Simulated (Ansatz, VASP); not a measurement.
**AlP in VASP and in Ansatz**

The input INCAR:

```
PREC = Accurate
ENCUT = 500
EDIFF = 1E-6
ISMEAR = 1
SIGMA = 0.05
LREAL = F
LASPH = T
NELM = 120
ALGO = Normal
ISIF = 2
LWAVE = F
LCHARG = T
GGA = PE
LELF = T
LVHAR = T
NBANDS = 11
GGA_COMPAT = F
```

Contents of KPOINTS:

```
regular mesh
0
Gamma
  6 6 6
```

POSCAR

```
AlP
1.0
    0.0000000000      2.7392607946      2.7392607946
    2.7392607946      0.0000000000      2.7392607946
    2.7392607946      2.7392607946      0.0000000000
Al P
1 1
Direct
    0.0000000000      0.0000000000      0.0000000000
    0.2500000000      0.2500000000      0.2500000000
```

Input for Ansatz:

```yaml
crystal:
  lattice:
    - [0.0, 2.7392607946, 2.7392607946]
    - [2.7392607946, 0.0, 2.7392607946]
    - [2.7392607946, 2.7392607946, 0.0]
  atoms:
    - { symbol: Al, position: [0.0, 0.0, 0.0] }
    - { symbol: P, position: [0.25, 0.25, 0.25] }
kpoints:
  mp_grid: { grid: [6, 6, 6] }
hamiltonian:
  xc: pbe
scf:
  occupations: { method: methfessel_paxton, width: 0.05 }
  n_extra_bands: 4
output:
  forces: true
  stress: true
  eigenvalues: true
```

Alike in both runs: task single point; functional PBE; k mesh 6 × 6 × 6; occupations methfessel-paxton of order 1, width 0.05 eV; no spin polarisation.

```csv
,VASP,Ansatz
version,VASP 6.6.1,Ansatz 0.2.0
potentials or method,"VASP PAW PBE potentials, release 64 (Al, P)",plane waves
plane-wave cutoff (eV),500,420
valence electrons in the cell,8,8
```

|  | VASP | Ansatz | Ansatz less VASP |
| --- | --- | --- | --- |
| gap on the k mesh at the Fermi level (eV) | 1.60 | 1.60 | +0.002 |
| pressure (GPa) | 1.3 | 1.4 | +0.09 |

The functional is the same, so the differences come from potentials, cutoffs and numerics.
